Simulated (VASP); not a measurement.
Here is a VASP 6.6.1 calculation.

Contents of INCAR:

```
SYSTEM = In
PREC = Accurate
ENCUT = 520
EDIFF = 1E-7
ISMEAR = -1
SIGMA = 0.05
LREAL = .FALSE.
LASPH = .TRUE.
NELM = 60
ALGO = Normal
ISIF = 2
LWAVE = .FALSE.
LCHARG = .FALSE.
GGA = PE
NBANDS = 26
```

File KPOINTS:

```
regular mesh
0
G
  8 8 11
  0 0 0
```

POSCAR

```
In
1.0
    4.5861704618      0.0000000000      0.0000000000
   -2.2930852309      3.9717401260      0.0000000000
    0.0000000000      0.0000000000      2.7545394986
In
3
Direct
    0.0000000000      0.0000000000      0.0000000000
    0.3333333333      0.6666666667      0.5000000000
    0.6666666667      0.3333333333      0.5000000000
```

Potentials or basis: VASP PAW PBE potentials, release 64 (In_d).

Run with:

```bash
$ cat potpaw_PBE.64/In_d/POTCAR > POTCAR
$ mpirun -np 1 vasp_std > vasp.out
```

Question: What does it give for the pressure?

Answer: 66.1 GPa.
